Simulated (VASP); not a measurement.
# Al (Fm-3m) in VASP: further runs

The runs below take Al through single point, relaxation of volume and atoms at fixed shape, with LDA.

Everything below comes from runs of VASP 6.6.1. Logs are shortened: lines on timing, memory, paths and dates and some standing lists are left out, and cuts for length are marked.

### 1 The cell of the first run

It takes space group Fm-3m (No. 225, cubic). Conventional cell: a = 3.990 Å, b = 3.990 Å, c = 3.990 Å, α = 90.00°, β = 90.00°, γ = 90.00°. Al (site symmetry m-3m) has 12 Al at 2.82 Å within 3.7 Å.

### 2 Single point, LDA

File INCAR:

```
PREC     = Accurate       # precision mode
ENCUT    = 500            # plane-wave cutoff, eV
EDIFF    = 1E-6           # SCF threshold, eV
ISMEAR   = -1             # smearing method
SIGMA    = 0.05           # smearing width, eV
LREAL    = F              # projectors in reciprocal space
LASPH    = T              # aspherical terms in the spheres
NELM     = 120            # most SCF steps
ALGO     = Normal         # electronic algorithm
ISIF     = 2              # what is computed and relaxed
LWAVE    = F              # write WAVECAR
LCHARG   = F              # write CHGCAR
NBANDS   = 8              # bands
GGA_COMPAT= F
```

File KPOINTS:

```
regular mesh
0
Gamma
  9 9 9
```

File POSCAR:

```
Al
1.0
    0.0000000000      1.9948315492      1.9948315492
    1.9948315492      0.0000000000      1.9948315492
    1.9948315492      1.9948315492      0.0000000000
Al
1
Direct
    0.0000000000      0.0000000000      0.0000000000
```

Potentials or basis: VASP PAW LDA potentials, release 64 (Al).

On the command line:

```sh
cat potpaw_LDA.64/Al/POTCAR > POTCAR
mpirun -np 1 vasp_std > vasp.out
```

OUTCAR:

```text
PREC = Accurate
   ENCUT = 500
   EDIFF = 1E-6
   ISMEAR = -1
   LREAL = F
   LASPH = T
   NELM = 120
   ISIF = 2

 ion  position               nearest neighbor table
   1  0.000  0.000  0.000-

  LATTYP: Found a face centered cubic cell.
 ALAT       =     3.9896630984

  Lattice vectors:

 A1 = (   0.0000000000,   1.9948315492,   1.9948315492)
 A2 = (   1.9948315492,   0.0000000000,   1.9948315492)
 A3 = (   1.9948315492,   1.9948315492,   0.0000000000)

Analysis of symmetry for initial positions (statically):
=====================================================================
 Subroutine PRICEL returns:
 Original cell was already a primitive cell.

 Routine SETGRP: Setting up the symmetry group for a
 face centered cubic supercell.

 Subroutine GETGRP returns: Found 48 space group operations
 (whereof 48 operations were pure point group operations)
 out of a pool of 48 trial point group operations.

The static configuration has the point symmetry O_h .

Analysis of symmetry for dynamics (positions and initial velocities):
=====================================================================
 Subroutine PRICEL returns:
 Original cell was already a primitive cell.

 Routine SETGRP: Setting up the symmetry group for a
 face centered cubic supercell.

 Subroutine GETGRP returns: Found 48 space group operations
 (whereof 48 operations were pure point group operations)
 out of a pool of 48 trial point group operations.

The dynamic configuration has the point symmetry O_h .

 Subroutine INISYM returns: Found 48 space group operations
 (whereof 48 operations are pure point group operations),
 and found     1 'primitive' translations

----------------------------------------------------------------------------------------

                                     Primitive cell

  volume of cell :      15.8763

  direct lattice vectors                    reciprocal lattice vectors
     0.000000000  1.994831549  1.994831549    -0.250647730  0.250647730  0.250647730
     1.994831549  0.000000000  1.994831549     0.250647730 -0.250647730  0.250647730
     1.994831549  1.994831549  0.000000000     0.250647730  0.250647730 -0.250647730

  length of vectors
     2.821117832  2.821117832  2.821117832     0.434134604  0.434134604  0.434134604

  position of ions in fractional coordinates (direct lattice)
     0.000000000  0.000000000  0.000000000

  ion indices of the primitive-cell ions
   primitive index   ion index
                 1           1

----------------------------------------------------------------------------------------

 KPOINTS: regular mesh

Automatic generation of k-mesh.
 Grid dimensions read from file:
 generate k-points for:    9    9    9

 Generating k-lattice:

  Cartesian coordinates                     Fractional coordinates (reciprocal lattice)
    -0.027849748  0.027849748  0.027849748     0.111111111  0.000000000  0.000000000
     0.027849748 -0.027849748  0.027849748     0.000000000  0.111111111  0.000000000
     0.027849748  0.027849748 -0.027849748     0.000000000  0.000000000  0.111111111

  Length of vectors
     0.048237178  0.048237178  0.048237178

  Shift w.r.t. Gamma in fractional coordinates (k-lattice)
     0.000000000  0.000000000  0.000000000

 Subroutine IBZKPT returns following result:
 ===========================================

 Found     35 irreducible k-points:

 Following reciprocal coordinates:
            Coordinates               Weight
  0.000000  0.000000  0.000000      1.000000
  0.111111  0.000000  0.000000      8.000000
  0.222222  0.000000  0.000000      8.000000
  0.333333  0.000000  0.000000      8.000000
  0.444444  0.000000  0.000000      8.000000
  0.111111  0.111111  0.000000      6.000000
[... 16 lines left out ...]
 -0.333333  0.333333  0.000000     12.000000
  0.444444  0.444444  0.000000      6.000000
 [... further k-points ...]
   k-points           NKPTS =     35   k-points in BZ     NKDIM =     35   number of bands    NBANDS=      8
   number of dos      NEDOS =    301   number of ions     NIONS =      1
   total plane-waves  NPLWV =  13824
   dimension x,y,z NGX =    24 NGY =   24 NGZ =   24
   dimension x,y,z NGXF=    48 NGYF=   48 NGZF=   48
   ions per type =               1
   NGX,Y,Z   is equivalent  to a cutoff of  14.14, 14.14, 14.14 a.u.
   NGXF,Y,Z  is equivalent  to a cutoff of  28.29, 28.29, 28.29 a.u.
 SYSTEM =  unknown system
   PREC   = accura    normal or accurate (medium, high low for compatibility)
   ISTART =      0    job   : 0-new  1-cont  2-samecut
   ICHARG =      2    charge: 1-file 2-atom 10-const
   ISPIN  =      1    spin polarized calculation?
   LNONCOLLINEAR =      F non collinear calculations
   LSORBIT =      F    spin-orbit coupling
   LASPH  =      T    aspherical Exc in radial PAW
   ENCUT  =  500.0 eV  36.75 Ry    6.06 a.u.   5.14  5.14  5.14*2*pi/ulx,y,z
   NELM   =    120;   NELMIN=  2; NELMDL= -5     # of ELM steps
   EDIFF  = 0.1E-05   stopping-criterion for ELM
   LREAL  =      F    real-space projection
   EDIFFG = 0.1E-04   stopping-criterion for IOM
   NSW    =      0    number of steps for IOM
   IBRION =     -1    ionic relax: 0-MD 1-quasi-New 2-CG
   NFREE  =      0    steps in history (QN), initial steepest desc. (CG)
   ISIF   =      2    stress and relaxation
   ISYM   =      2    0-nonsym 1-usesym 2-fastsym
   POTIM  = 0.5000    time-step for ionic-motion
   TEBEG  =    0.0;   TEEND  =   0.0 temperature during run
   PSTRESS=    0.0 pullay stress
   NELECT =       3.0000    total number of electrons
   NUPDOWN=      -1.0000    fix difference up-down
   EMIN   =  10.00;   EMAX   =-10.00  energy-range for DOS
   EFERMI =   0.00;   METHOD = LEGACY
   ISMEAR =    -1;   SIGMA  =   0.05  broadening in eV -4-tet -1-fermi 0-gaus
   EFERMI_NEDOS =   21; number of points for ismear=-14 and -15
   IALGO  =     38    algorithm
   IMIX   =      4    mixing-type and parameters
     AMIX     =   0.40;   BMIX     =  1.00
     AMIX_MAG =   1.60;   BMIX_MAG =  1.00
  volume/ion in A,a.u.               =      15.88       107.14
  Fermi-wavevector in a.u.,A,eV,Ry     =   0.939433  1.775270 12.007602  0.882534
  Thomas-Fermi vector in A             =   2.066744
   LORBIT       =      0    0 simple, 1 ext, 2 COOP (PROOUT), +10 PAW based schemes
   GGA     = CA    functional components
   LHFCALC =     F    Hartree Fock is set to
   AEXX    =    0.0000 exact exchange contribution
   IVDW    =     0    specifies the selected vdW correction
   LEPSILON=     F    determine dielectric tensor
   LRPA    =     F    only Hartree local field effects (RPA)
 non-spin polarized calculation
  energy-cutoff  :      500.00
  volume of cell :       15.88
 maximum number of plane-waves:       419
 NGX is ok and might be reduce to    24
   NGX = 11   NGY = 11   NGZ = 11

 number of electron       3.0000000 magnetization

 Free energy of the ion-electron system (eV)
  ---------------------------------------------------
  ext. energy  EPLUGINS =         0.00000000
  ---------------------------------------------------
  free energy    TOTEN  =        -4.16306313 eV

  energy without entropy =       -4.15761349  energy(sigma->0) =       -4.16033831

 E-fermi :   8.1657     XC(G=0): -10.4863

 val. band max:        8.0624023702   @ k =   0.4444   0.4444   0.0000
 cond. band min:       8.1974846295   @ k =  -0.4444   0.3333   0.1111
 fundamental gap:      0.1350822594
 Fermi energy:         8.1657133815

 k-point     1 :       0.0000    0.0000    0.0000
  band No.  band energies     occupation
      1      -3.1704      2.00000
      2      20.9793      0.00000
      3      20.9793      0.00000
      4      20.9793      0.00000
      5      22.5988      0.00000
      6      22.5988      0.00000
      7      22.5988      0.00000
      8      25.0931      0.00000

 k-point     2 :       0.1111    0.0000    0.0000
  band No.  band energies     occupation
      1      -2.8272      2.00000
      2      17.2263      0.00000
      3      20.1776      0.00000
      4      20.1776      0.00000
      5      23.2665      0.00000
      6      23.8989      0.00000
      7      23.8989      0.00000
      8      26.3682      0.00000

 k-point     3 :       0.2222    0.0000    0.0000
  band No.  band energies     occupation
      1      -1.8030      2.00000
      2      12.7582      0.00000
      3      19.4060      0.00000
      4      19.4060      0.00000
      5      22.9476      0.00000
      6      23.6979      0.00000
      7      23.6979      0.00000
      8      26.7007      0.00000

 k-point     4 :       0.3333    0.0000    0.0000
  band No.  band energies     occupation
      1      -0.1130      2.00000
      2       8.7017      0.00004
      3      19.1530      0.00000
      4      19.1530      0.00000
      5      21.7783      0.00000
      6      21.7783      0.00000
      7      22.8685      0.00000
      8      25.9439      0.00000

 k-point     5 :       0.4444    0.0000    0.0000
  band No.  band energies     occupation
      1       2.2174      2.00000
      2       5.1772      2.00000
      3      19.4603      0.00000
      4      19.4603      0.00000
      5      20.3384      0.00000
      6      20.3384      0.00000
      7      23.3160      0.00000
      8      24.3630      0.00000

 k-point     6 :       0.1111    0.1111    0.0000
  band No.  band energies     occupation
      1      -2.7130      2.00000
      2      18.6039      0.00000
      3      18.6039      0.00000
      4      18.8520      0.00000
      5      21.6588      0.00000
      6      23.8033      0.00000
      7      25.6200      0.00000
      8      25.6200      0.00000

 k-point     7 :       0.2222    0.1111    0.0000
  band No.  band energies     occupation
      1      -1.9164      2.00000
      2      14.4278      0.00000
      3      17.5688      0.00000
      4      19.0583      0.00000
      5      21.0155      0.00000
      6      22.5817      0.00000
      7      26.0563      0.00000
      8      26.6591      0.00000
[... 133 lines left out ...]
 k-point    20 :       0.3333    0.3333    0.0000
  band No.  band energies     occupation
      1       0.8886      2.00000
      2      12.6576      0.00000
      3      14.5167      0.00000
      4      14.7776      0.00000
      5      14.7776      0.00000
      6      18.4349      0.00000
      7      31.4282      0.00000
      8      32.8707      0.00000

 k-point    21 :       0.4444    0.3333    0.0000
  band No.  band energies     occupation
      1       2.5370      2.00000
      2      10.4146      0.00000
      3      11.1592      0.00000
      4      14.4911      0.00000
      5      15.8367      0.00000
      6      19.7855      0.00000
      7      30.7176      0.00000
      8      33.0712      0.00000

 k-point    22 :      -0.4444    0.3333    0.0000
  band No.  band energies     occupation
      1       4.7757      2.00000
      2       7.6794      1.99988
      3       8.9947      0.00000
      4      14.7847      0.00000
      5      16.4267      0.00000
      6      23.2494      0.00000
      7      29.5465      0.00000
      8      31.8848      0.00000

 k-point    23 :      -0.3333    0.3333    0.0000
  band No.  band energies     occupation
      1       4.8220      2.00000
      2       7.0853      2.00000
      3       8.6242      0.00021
      4      15.6598      0.00000
      5      17.4762      0.00000
      6      27.2092      0.00000
      7      28.7672      0.00000
      8      28.7764      0.00000

 k-point    24 :       0.4444    0.4444    0.0000
  band No.  band energies     occupation
      1       3.9171      2.00000
      2       8.0624      1.77515
      3      13.6156      0.00000
      4      14.0089      0.00000
      5      14.0089      0.00000
      6      17.6233      0.00000
      7      33.4591      0.00000
      8      35.0598      0.00000

 [... further k-points ...]
[... 5 lines left out ...]
  --------------------------------------------------------------------------------------
  -------------------------------------------------------------------------------------
  Total        0.0073894      0.0073894      0.0073894      0.0000000      0.0000000      0.0000000
  in kB        0.7457101      0.7457101      0.7457101      0.0000000      0.0000000      0.0000000
  external PRESSURE =       0.7457101 kB  Pullay stress =       0.0000000 kB

 VOLUME and BASIS-vectors are now :
 -----------------------------------------------------------------------------
  energy-cutoff  :      500.00
  volume of cell :       15.88
      direct lattice vectors                 reciprocal lattice vectors
     0.000000000  1.994831549  1.994831549    -0.250647730  0.250647730  0.250647730
     1.994831549  0.000000000  1.994831549     0.250647730 -0.250647730  0.250647730
     1.994831549  1.994831549  0.000000000     0.250647730  0.250647730 -0.250647730

 POSITION                                       TOTAL-FORCE (eV/Angst)
 -----------------------------------------------------------------------------------
      0.00000      0.00000      0.00000         0.000000      0.000000      0.000000
 -----------------------------------------------------------------------------------
    total drift:                                0.000000     -0.000000     -0.000000

  FREE ENERGIE OF THE ION-ELECTRON SYSTEM (eV)
  ---------------------------------------------------
  free  energy   TOTEN  =        -4.1630631325 eV

  energy  without entropy=       -4.1576134873  energy(sigma->0) =       -4.16033831
```

Run time: 1.6 s. Hardware: 1 thread of Intel Xeon 6975P-C (Granite Rapids), shared host; peak memory 0.11 GiB.

Results:

* Free energy: -4.1631 eV
* Pressure: 0.1 GPa

Levels at points of the mesh, in eV from the Fermi level:
```tsv
k point	band 1	band 2	band 3	band 4
(0.00, 0.00, 0.00)	-11.34	12.81	12.81	12.81
```

[end of part 1 of 2]
